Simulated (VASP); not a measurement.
A run of VASP 6.6.1:

File INCAR:

```
SYSTEM = Ru
  PREC = Accurate
  ENCUT = 520
  EDIFF = 1E-6
  ISMEAR = -1
  SIGMA = 0.06122561905347299
  LREAL = .False.
  LASPH = .True.
  NELM = 80
  ALGO = Normal
  ISIF = 2
  LWAVE = .False.
  LCHARG = .False.
  GGA = PE
  NBANDS = 13
```

File KPOINTS:

```
Automatic mesh
0
Gamma
  25 25 25
  0 0 0
```

POSCAR

```
Ru
1.0
    0.0000000000      1.8667592970      1.8667592970
    1.8667592970      0.0000000000      1.8667592970
    1.8667592970      1.8667592970      0.0000000000
Ru
1
Direct
    0.0000000000      0.0000000000      0.0000000000
```

Potentials or basis: VASP PAW PBE potentials, release 64 (Ru_pv).

Launch:

```bash
$ cat potpaw_PBE.64/Ru_pv/POTCAR > POTCAR
$ mpirun -np 1 vasp_std > vasp.out
```

Hardware: 1 thread of AMD EPYC 9R45 96-Core Processor (Zen 5), on a shared host.

Problem. How long does it take, and how much memory?

Solution. It took 32 s on 1 thread of AMD EPYC 9R45 96-Core Processor (Zen 5) (shared host), peak memory 0.15 GiB. Counts: scf iterations 11, k points 455.
